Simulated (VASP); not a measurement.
Here is a VASP 6.6.1 calculation.

The input INCAR:

```
  PREC = Accurate
  ENCUT = 520
  EDIFF = 1E-6
  ISMEAR = 1
  SIGMA = 0.1
  LREAL = F
  LASPH = T
  NELM = 60
  ALGO = Normal
  ISIF = 2
  LWAVE = F
  LCHARG = F
  GGA = PS
  NBANDS = 11
```

File KPOINTS:

```
regular mesh
0
Gamma
  35 35 35
```

Contents of POSCAR:

```
Pd
1.0
    0.0000000000      1.9450000000      1.9450000000
    1.9450000000      0.0000000000      1.9450000000
    1.9450000000      1.9450000000      0.0000000000
Pd
1
Direct
    0.0000000000      0.0000000000      0.0000000000
```

Potentials or basis: VASP PAW PBE potentials, release 64 (Pd).

Run with:

```bash
$ cat potpaw_PBE.64/Pd/POTCAR > POTCAR
$ mpirun -np 1 vasp_std > vasp.out
```

Question: Predict the band gap on the k mesh.

Answer: Zero (bands 5 and 6 overlap by 1.59 eV).

Question: Estimate the pressure.

Answer: -2.7 GPa.

Caveat: the PAW data sets were made with another functional, which shifts forces and pressure a little.
